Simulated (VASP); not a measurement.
Crystal: CdS.

```
CELL_PARAMETERS angstrom
0.07838 3.01759 3.01759
3.01759 0.07838 3.01759
3.01759 3.01759 0.07838
ATOMIC_POSITIONS crystal
Cd 0.00243 0.00243 0.00243
S 0.24757 0.24757 0.24757
```

This cell differs from its parent crystal: strain along [111] +4.0%.

Base run:

| Quantity | Value |
| --- | --- |
| Program | VASP 6.6.1 |
| Functional | PBE |
| Potentials or basis | VASP PAW PBE potentials, release 64 (Cd, S) |
| Cutoff | 520 eV |
| k mesh | 8 × 8 × 8 |
| Occupations | fermi-dirac, width 0.02 eV |
| Spin | no spin polarisation |

Its results: band gap on the k mesh 0.94 eV, direct; pressure -0.5 GPa; largest force 0.006 eV/Å.

Q: The run is repeated on the same cell with these changes: functional from PBE to r2SCAN; occupations from fermi-dirac, width 0.02 eV to gaussian, width 0.01 eV. What comes out?

A: Band gap on the k mesh 1.37 eV, direct; pressure -2.0 GPa; largest force 0.007 eV/Å.

Caveats: the PAW data sets were made with another functional, which shifts forces and pressure a little (some runs).

